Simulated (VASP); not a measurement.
Here is a VASP 6.6.1 calculation.

File INCAR:

```
SYSTEM = Ag
PREC = Accurate
ENCUT = 520
EDIFF = 1E-6
ISMEAR = -1
SIGMA = 0.1
LREAL = .False.
LASPH = .True.
NELM = 60
ALGO = Normal
ISIF = 2
LWAVE = .False.
LCHARG = .False.
GGA = B5
ALDAX = 1.0
AGGAX = 1.0
AGGAC = 1.0
ALDAC = 0.0
NBANDS = 12
```

File KPOINTS:

```
regular mesh
0
Gamma
  13 13 13
  0 0 0
```

File POSCAR:

```
Ag
1.0
    2.8580963001      0.0000000000      0.0000000000
    0.0000000000      2.8580963001      0.0000000000
    0.0000000000      0.0000000000      2.8580963001
Ag
1
Direct
    0.0000000000      0.0000000000      0.0000000000
```

Potentials or basis: VASP PAW PBE potentials, release 64 (Ag).

Run with:

```bash
$ cat potpaw_PBE.64/Ag/POTCAR > POTCAR
$ mpirun -np 1 vasp_std > vasp.out
```

Estimate the pressure.

-1.8 GPa.

Caveat: the PAW data sets were made with another functional, which shifts forces and pressure a little.
